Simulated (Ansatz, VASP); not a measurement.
## SrO: VASP beside Ansatz

```
Sr O
1.0
     0.00000    2.56144    2.56144
     2.56144    0.00000    2.56144
     2.56144    2.56144    0.00000
Sr O
1 1
Cartesian
  2.5614 2.5614 2.5614
  0.0000 0.0000 0.0000
```

Alike in both runs: functional PBEsol; k mesh 12 × 12 × 12; occupations fermi-dirac, width 0.08 eV; no spin polarisation.

Ansatz relaxed the structure, and its values are those at the end. VASP's run is a single point on that final structure, the one shown.

|  | VASP | Ansatz |
| --- | --- | --- |
| version | VASP 6.6.1 | Ansatz 0.2.0 |
| potentials or method | VASP PAW PBE potentials, release 64 (Sr_sv, O) | PAW with Ansatz's default frozen-core files, scalar-relativistic |
| plane-wave cutoff (eV) | 520 | 420 |
| valence electrons in the cell | 16 | 16 |

Ansatz gave:

| Property | Result |
| --- | --- |
| pressure (GPa) | 0.0 |

Problem. Which values does VASP return?

Solution. Pressure (GPa): 0.6.

VASP's potentials were made for PBE, not for PBEsol.
